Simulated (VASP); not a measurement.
Runs of VASP 6.6.1 on Ti. The structure is that of space group Fm-3m (No. 225), or close to it. The cells are those of the table. 

```csv
cell,gap on the mesh (eV),pressure (GPa)
"a = 2.904, b = 2.904, c = 2.868 Å, angles 60.4, 60.4, 59.2°, 1 atom",none,-2.9
"a = 3.011 Å, angles 60.0°, 1 atom",none,-13.0
"a = 2.904, b = 2.904, c = 2.940 Å, angles 59.6, 59.6, 60.8°, 1 atom",none,-5.4
"a = 2.976, b = 2.976, c = 3.011 Å, angles 59.6, 59.6, 60.8°, 1 atom",none,-11.4
"a = 2.940 Å, angles 60.0°, 1 atom",none,(b)
"a = 2.725 Å, angles 60.0°, 1 atom",none,22.2
"a = 2.976, b = 2.976, c = 2.940 Å, angles 60.4, 60.4, 59.2°, 1 atom",none,-9.5
"a = 2.761, b = 2.761, c = 2.725 Å, angles 60.4, 60.4, 59.1°, 1 atom",none,17.6
"a = 2.761, b = 2.761, c = 2.796 Å, angles 59.6, 59.6, 60.9°, 1 atom",none,13.4
"a = 2.940, b = 2.940, c = 2.868 Å, angles 60.8, 60.8, 58.4°, 1 atom",none,(a)
"a = 2.797, b = 2.797, c = 2.725 Å, angles 60.9, 60.9, 58.3°, 1 atom",none,13.5
```

Alike in all rows: task single point; level PBEsol; potentials or basis VASP PAW PBE potentials, release 64 (Ti_sv); no spin polarisation; k mesh 26 × 26 × 26; cutoff (eV) 520; smearing gaussian 0.15 eV.

**Question.** Fill in the values left out.

**Answer.** (a) -5.3; (b) -7.6.

Caveats: the PAW data sets were made with another functional, which shifts forces and pressure a little.

A gap of «none» marks levels without a gap at the run's occupations.
